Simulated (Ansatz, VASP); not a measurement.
One calculation of SnTe, two programs

File INCAR:

```
PREC = Accurate
ENCUT = 520
EDIFF = 1E-6
ISMEAR = 0
SIGMA = 0.05
LREAL = F
LASPH = T
NELM = 150
ALGO = Normal
ISIF = 2
LWAVE = F
LCHARG = F
MAGMOM = 0 0 0 0 0 0
LORBIT = 11
LSORBIT = T
GGA_COMPAT = F
LORBMOM = T
GGA = PE
NBANDS = 32
```

File KPOINTS:

```
Automatic mesh
0
Gamma
  8 8 8
```

POSCAR

```
SnTe
1.0
    0.0000000000      3.1565012282      3.1565012282
    3.1565012282      0.0000000000      3.1565012282
    3.1565012282      3.1565012282      0.0000000000
Sn Te
1 1
Direct
    0.5000000000      0.5000000000      0.5000000000
    0.0000000000      0.0000000000      0.0000000000
```

Input for Ansatz:

```yaml
crystal:
  lattice:
    - [0.0, 3.1565012282, 3.1565012282]
    - [3.1565012282, 0.0, 3.1565012282]
    - [3.1565012282, 3.1565012282, 0.0]
  atoms:
    - { symbol: Sn, position: [0.5, 0.5, 0.5] }
    - { symbol: Te, position: [0.0, 0.0, 0.0] }
basis:
  ecutwfc: 420
  ecutrho_ratio: 4
kpoints:
  mp_grid: { grid: [8, 8, 8] }
  band_path:
    path:
      - [[0.0, 0.0, 0.0], [0.5, 0.0, 0.5], [0.625, 0.25, 0.625]]
      - [[0.375, 0.375, 0.75], [0.0, 0.0, 0.0], [0.5, 0.5, 0.5], [0.5, 0.25, 0.75], [0.5, 0.0, 0.5]]
    npoints: 10
hamiltonian:
  xc: pbe
scf:
  occupations: { method: gaussian, width: 0.05 }
output:
  forces: true
  stress: true
  eigenvalues: true
  populations: true
  eigenstates:
    nscf_kmesh: { grid: [14, 14, 14] }
    de_dk: true
    e_range: [-2.5, 2.579016136901]
  write_density: true
  write_potential: true
  elf: true
  volumetric_format: npy
magnetization:
  noncollinear: true
  spin_orbit: true
```

Alike in both runs: task single point; functional PBE; k mesh 8 × 8 × 8; occupations gaussian, width 0.05 eV; non-collinear spin, spin-orbit coupling.

|  | VASP | Ansatz |
| --- | --- | --- |
| version | VASP 6.6.1 | Ansatz 0.2.0 |
| potentials or method | VASP PAW PBE potentials, release 64 (Sn_d, Te), cutoff 520 eV | plane waves, PAW |
| valence electrons in the cell | 20 | 30 |

|  | VASP | Ansatz | Ansatz less VASP |
| --- | --- | --- | --- |
| pressure (GPa) | 2.0 | 2.0 | +0.01 |

VASP's potentials hold 20 valence electrons a cell and Ansatz's 30, so a difference there can come from the potentials and not from the codes.
